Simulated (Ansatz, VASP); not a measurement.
**One calculation of Ga, two programs**

The input POSCAR:

```
Ga
1.0
    3.0907794407      0.0000000000      0.0000000000
   -1.5453897204      2.6766935132      0.0000000000
    0.0000000000      0.0000000000      4.8791221611
Ga
2
Direct
    0.3333333333      0.6666666667      0.2500000000
    0.6666666667      0.3333333333      0.7500000000
```

File INCAR.step1:

```
SYSTEM = Ga
PREC     = Accurate       ! precision mode
ENCUT    = 520            ! plane-wave cutoff, eV
ISMEAR   = -1             ! smearing method
SIGMA    = 0.1            ! smearing width, eV
LREAL    = .False.        ! projectors in reciprocal space
LASPH    = .True.         ! aspherical terms in the spheres
NELM     = 100            ! most SCF steps
NBANDS   = 20             ! bands
GGA      = PE             ! functional
ALGO     = Normal         ! electronic algorithm
EDIFF    = 1E-4           ! SCF threshold, eV
LWAVE    = .True.         ! write WAVECAR
LCHARG   = .False.        ! write CHGCAR
```

INCAR.step2

```
SYSTEM = Ga
PREC     = Accurate       ! precision mode
ENCUT    = 520            ! plane-wave cutoff, eV
EDIFF    = 1E-6           ! SCF threshold, eV
ISMEAR   = -1             ! smearing method
SIGMA    = 0.1            ! smearing width, eV
LREAL    = .False.        ! projectors in reciprocal space
LASPH    = .True.         ! aspherical terms in the spheres
NELM     = 100            ! most SCF steps
ALGO     = Normal         ! electronic algorithm
ISIF     = 2              ! what is computed and relaxed
LWAVE    = .False.        ! write WAVECAR
LCHARG   = .True.         ! write CHGCAR
METAGGA  = R2SCAN         ! meta-GGA
LMIXTAU  = .True.       
LELF     = .True.         ! ELF
LVHAR    = .True.       
NBANDS   = 20             ! bands
ISTART   = 1
```

KPOINTS

```
Automatic mesh
0
Gamma
  14 14 8
  0 0 0
```

Input for Ansatz:

```yaml
crystal:
  lattice:
    - [3.0907794407, 0.0, 0.0]
    - [-1.5453897204, 2.6766935132, 0.0]
    - [0.0, 0.0, 4.8791221611]
  atoms:
    - { symbol: Ga, position: [0.3333333333, 0.6666666667, 0.25] }
    - { symbol: Ga, position: [0.6666666667, 0.3333333333, 0.75] }
hamiltonian:
  xc: r2scan
  pseudopotentials:
    kind: paw
    azcp:
      Ga: "pseudopotentials/Ga.paw.azcp"
basis:
  ecutwfc: 500
  fft_grid_basis: typed
kpoints:
  mp_grid: { grid: [14, 14, 8], shift: [0, 0, 0] }
magnetization:
  spin_polarized: false
scf:
  occupations: { method: fermi_dirac, width: 0.1 }
  lower_state_search: "off"
output:
  stress: true
  write_density: true
  write_potential: true
  elf: true
  volumetric_format: npy
```

Alike in both runs: task single point; functional r2SCAN; k mesh 14 × 14 × 8; occupations fermi-dirac, width 0.1 eV; no spin polarisation.

|  | VASP | Ansatz |
| --- | --- | --- |
| version | VASP 6.6.1 | Ansatz 0.2.0 |
| potentials or method | VASP PAW PBE potentials, release 64 (Ga_d), cutoff 520 eV | plane waves (500 eV) with PAW, scalar-relativistic |
| valence electrons in the cell | 26 | 26 |

|  | VASP | Ansatz | Ansatz less VASP |
| --- | --- | --- | --- |
| pressure (GPa) | -4.8 | -4.7 | +0.06 |

VASP's potentials were made for PBE, not for r2SCAN.
